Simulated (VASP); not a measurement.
# La4TaO (P-3m1) in VASP: single point with PBE

Aim: the single point of La4TaO with PBE.

All numbers are computed with VASP 6.6.1; they aren't measurements. Logs are shortened: lines on timing, memory, paths and dates and some standing lists are left out, and cuts for length are marked.

### Step 1. The cell of the first run

It takes space group P-3m1 (No. 164, trigonal). The conventional cell has a = 4.499 Å, b = 4.499 Å, c = 10.464 Å, α = 90.00°, β = 90.00°, γ = 120.00°. Within 2.4 Å of La (site symmetry 3m) lie 1 O at 1.84 Å. La (site symmetry 3m) has 3 La at 3.03 Å and 3 Ta at 3.18 Å within 4.0 Å. Ta (site symmetry -3m) has 8 La at 3.18 to 3.40 Å within 4.2 Å. O (site symmetry -3m) has 2 La at 1.84 Å within 2.4 Å.

The cell was generated, and may not be a known phase.

### Step 2. Single point, PBE, collinear spin

The input, INCAR:

```
SYSTEM = La4TaO
PREC     = Accurate       ! precision mode
ENCUT    = 520            ! plane-wave cutoff, eV
EDIFF    = 1E-6           ! SCF threshold, eV
ISMEAR   = 0              ! smearing method
SIGMA    = 0.1            ! smearing width, eV
LREAL    = .FALSE.        ! projectors in reciprocal space
LASPH    = .TRUE.         ! aspherical terms in the spheres
NELM     = 150            ! most SCF steps
ALGO     = Normal         ! electronic algorithm
ISIF     = 2              ! what is computed and relaxed
LWAVE    = .FALSE.        ! write WAVECAR
LCHARG   = .TRUE.         ! write CHGCAR
ISPIN    = 2              ! spin polarisation
MAGMOM   = 0 0 0 0 1 0    ! initial moments
LORBIT   = 11             ! projections on sites
LMAXMIX  = 6              ! l up to which the mixer works
GGA      = PE             ! functional
LELF     = .TRUE.         ! ELF
LVHAR    = .TRUE.       
NBANDS   = 44             ! bands
```

The input, KPOINTS:

```
regular mesh
0
G
  6 6 2
  0 0 0
```

The input, POSCAR:

```
La4TaO
1.0
    4.4992788600      0.0000000000      0.0000000000
   -2.2496394300      3.8964898000      0.0000000000
    0.0000000000      0.0000000000     10.4639703200
La Ta O
4 1 1
Direct
    0.0000000000      0.0000000000      0.1754583700
    0.0000000000      0.0000000000      0.8245416300
    0.3333333300      0.6666666700      0.6751507900
    0.6666666700      0.3333333300      0.3248492100
    0.0000000000      0.0000000000      0.5000000000
    0.0000000000      0.0000000000      0.0000000000
```

Potentials or basis: VASP PAW PBE potentials, release 64 (La, Ta_pv, O).

Launch:

```bash
$ cat potpaw_PBE.64/La/POTCAR potpaw_PBE.64/Ta_pv/POTCAR potpaw_PBE.64/O/POTCAR > POTCAR
$ mpirun -np 1 vasp_std > vasp.out
```

OUTCAR:

```text
SYSTEM = La4TaO
   PREC = Accurate
   ENCUT = 520
   EDIFF = 1E-6
   ISMEAR = 0
   LREAL = .FALSE.
   LASPH = .TRUE.
   NELM = 150
   ISIF = 2
   ISPIN = 2
   LORBIT = 11
   GGA = PE

 ion  position               nearest neighbor table
   1  0.000  0.000  0.175-   6 1.84   4 3.03   4 3.03   4 3.03   5 3.40   2 3.67
   2  0.000  0.000  0.825-   6 1.84   3 3.03   3 3.03   3 3.03   5 3.40   1 3.67
   3  0.333  0.667  0.675-   2 3.03   2 3.03   2 3.03   5 3.18   5 3.18   5 3.18
   4  0.667  0.333  0.325-   1 3.03   1 3.03   1 3.03   5 3.18   5 3.18   5 3.18
   5  0.000  0.000  0.500-   3 3.18   4 3.18   4 3.18   3 3.18   4 3.18   3 3.18   1 3.40   2 3.40

   6  0.000  0.000  0.000-   1 1.84   2 1.84

  LATTYP: Found a hexagonal cell.
 ALAT       =     4.4992788600
 C/A-ratio  =     2.3256994389

  Lattice vectors:

 A1 = (   4.4992788600,   0.0000000000,   0.0000000000)
 A2 = (  -2.2496394300,   3.8964898000,   0.0000000000)
 A3 = (   0.0000000000,   0.0000000000,  10.4639703200)

Analysis of symmetry for initial positions (statically):
=====================================================================
 Subroutine PRICEL returns:
 Original cell was already a primitive cell.

 Routine SETGRP: Setting up the symmetry group for a
 hexagonal supercell.

 Subroutine GETGRP returns: Found 12 space group operations
 (whereof 12 operations were pure point group operations)
 out of a pool of 24 trial point group operations.

The static configuration has the point symmetry D_3d.

Analysis of symmetry for dynamics (positions and initial velocities):
=====================================================================
 Subroutine PRICEL returns:
 Original cell was already a primitive cell.

 Routine SETGRP: Setting up the symmetry group for a
 hexagonal supercell.

 Subroutine GETGRP returns: Found 12 space group operations
 (whereof 12 operations were pure point group operations)
 out of a pool of 24 trial point group operations.

The dynamic configuration has the point symmetry D_3d.

Analysis of structural, dynamic, and magnetic symmetry:
=====================================================================
 Subroutine PRICEL returns:
 Original cell was already a primitive cell.

 Routine SETGRP: Setting up the symmetry group for a
[... 135 lines left out ...]
 Gauss-broadening in eV      SIGMA  =   0.10
  energy-cutoff  :      520.00
  volume of cell :      183.45
 maximum number of plane-waves:      4989
 NGX is ok and might be reduce to    36
   NGX = 17   NGY = 17   NGZ = 39

 number of electron      61.0000002 magnetization       0.9223274

 Free energy of the ion-electron system (eV)
  ---------------------------------------------------
  ext. energy  EPLUGINS =         0.00000000
  ---------------------------------------------------
  free energy    TOTEN  =       -33.32182578 eV

  energy without entropy =      -33.28850938  energy(sigma->0) =      -33.30516758

 E-fermi :   6.7224     XC(G=0):  -9.4460

 val. band max:        6.7155536989   @ k =   0.1667   0.1667   0.5000
 cond. band min:       6.7618936493   @ k =   0.3333   0.0000   0.5000
 fundamental gap:      0.0463399503
 Fermi energy:         6.7224421918

 spin component 1

 k-point     1 :       0.0000    0.0000    0.0000
  band No.  band energies     occupation
      1     -27.8027      1.00000
      2     -27.8027      1.00000
      3     -27.6665      1.00000
      4     -26.2962      1.00000
      5     -26.1063      1.00000
      6     -25.4189      1.00000
[... 619 lines left out ...]
     41       8.7302      0.00000
     42       8.7577      0.00000
 Fermi energy:         6.7224421918

 spin component 2

 k-point     1 :       0.0000    0.0000    0.0000
  band No.  band energies     occupation
      1     -27.4729      1.00000
      2     -27.4729      1.00000
      3     -27.3661      1.00000
      4     -26.2902      1.00000
      5     -26.0953      1.00000
      6     -25.4092      1.00000
[... 619 lines left out ...]
     41       8.7352      0.00000
     42       8.7686      0.00000
 [bands above 42 left out]

------------------------ aborting loop because EDIFF is reached ----------------------------------------

  FORCE on cell =-STRESS in cart. coord.  units (eV):
  Direction    XX          YY          ZZ          XY          YZ          ZX
  --------------------------------------------------------------------------------------
  -------------------------------------------------------------------------------------
  Total        0.1236110      0.1236110     33.3943911      0.0000000      0.0000000      0.0000000
  in kB        1.0795801      1.0795801    291.6561626      0.0000000      0.0000000      0.0000000
  external PRESSURE =      97.9384409 kB  Pullay stress =       0.0000000 kB

 VOLUME and BASIS-vectors are now :
 -----------------------------------------------------------------------------
  energy-cutoff  :      520.00
  volume of cell :      183.45
      direct lattice vectors                 reciprocal lattice vectors
     4.499278860  0.000000000  0.000000000     0.222257840  0.128320623  0.000000000
    -2.249639430  3.896489800  0.000000000     0.000000000  0.256641247  0.000000000
     0.000000000  0.000000000 10.463970320     0.000000000  0.000000000  0.095566020

 POSITION                                       TOTAL-FORCE (eV/Angst)
 -----------------------------------------------------------------------------------
      0.00000      0.00000      1.83599        -0.000000     -0.000000      6.781732
      0.00000      0.00000      8.62798        -0.000000      0.000000     -6.781732
     -0.00000      2.59766      7.06476        -0.000000      0.000000     -1.835323
      2.24964      1.29883      3.39921         0.000000     -0.000000      1.835323
      0.00000      0.00000      5.23199         0.000000      0.000000      0.000000
      0.00000      0.00000      0.00000         0.000000      0.000000      0.000000
 -----------------------------------------------------------------------------------
    total drift:                                0.000000     -0.000000      0.000000

  FREE ENERGIE OF THE ION-ELECTRON SYSTEM (eV)
  ---------------------------------------------------
  free  energy   TOTEN  =       -33.3218257774 eV

  energy  without entropy=      -33.2885093805  energy(sigma->0) =      -33.30516758

 total charge

# of ion       s       p       d       f       tot
--------------------------------------------------
    1        2.041   5.554   1.263   0.495   9.352
    2        2.041   5.554   1.263   0.495   9.352
    3        2.033   5.520   1.159   0.161   8.873
    4        2.033   5.520   1.159   0.161   8.873
    5        0.418   5.989   2.371   0.000   8.777
    6        1.635   3.639   0.000   0.000   5.275
--------------------------------------------------
tot         10.201  31.775   7.214   1.312  50.502

 magnetization (x)

# of ion       s       p       d       f       tot
--------------------------------------------------
    1       -0.001   0.004  -0.003   0.001   0.001
    2       -0.001   0.004  -0.003   0.001   0.001
    3        0.007   0.004   0.020   0.018   0.050
    4        0.007   0.004   0.020   0.018   0.050
    5        0.011   0.007   0.512   0.000   0.530
    6        0.000  -0.001   0.000   0.000  -0.000
--------------------------------------------------
tot          0.023   0.023   0.547   0.038   0.630
```

OSZICAR:

```text
N       E                     dE             d eps       ncg     rms          rms(c)
DAV:   1     0.871777652916E+03    0.87178E+03   -0.21625E+04  2464   0.195E+03
DAV:   2     0.186135413069E+03   -0.68564E+03   -0.65743E+03  3408   0.397E+02
DAV:   3    -0.752198903363E+01   -0.19366E+03   -0.18874E+03  3952   0.237E+02
[... 13 lines left out ...]
DAV:  17    -0.333217352617E+02   -0.35752E-03   -0.16743E-03  3992   0.116E-01    0.296E-02
DAV:  18    -0.333218114408E+02   -0.76179E-04   -0.54878E-04  4448   0.948E-02    0.124E-02
DAV:  19    -0.333218224544E+02   -0.11014E-04   -0.66899E-05  4264   0.446E-02    0.691E-03
DAV:  20    -0.333218243233E+02   -0.18689E-05   -0.10770E-05  3504   0.205E-02    0.331E-03
DAV:  21    -0.333218253383E+02   -0.10150E-05   -0.26085E-06  2760   0.126E-02    0.176E-03
DAV:  22    -0.333218257774E+02   -0.43917E-06   -0.11674E-06  2352   0.103E-02
   1 F= -.33321826E+02 E0= -.33305168E+02  d E =-.333164E-01  mag=     0.9218
```

Wall time 12 min (1 thread of Oxide Virtual Turin-like, shared host); peak memory 0.47 GiB.

Results:

- Free energy: -33.3218 eV
- Pressure: 9.8 GPa
- Largest force: 6.782 eV/Å
- Net moment: 0.92 μB per cell
- Site moments: La +0.00, +0.05 (each value once); Ta +0.53; O -0.00 μB
- Valence electrons inside the program's atomic spheres: La 9.35, 8.87 (each value once); Ta 8.78; O 5.28

Forces on the atoms (eV/Å):
```
La   0.000  0.000  6.782
La   0.000  0.000 -6.782
La   0.000  0.000 -1.835
La   0.000  0.000  1.835
Ta   0.000  0.000  0.000
O    0.000  0.000  0.000
```

Caveat: the stress differs along the axes, from 0 to 29 GPa; a moment this small can come from the mesh or the smearing; spin-orbit coupling is left out, which moves the levels of the heavy elements; forces of over 1 eV/Å act on the atoms, so gaps and moduli don't describe the material at rest.
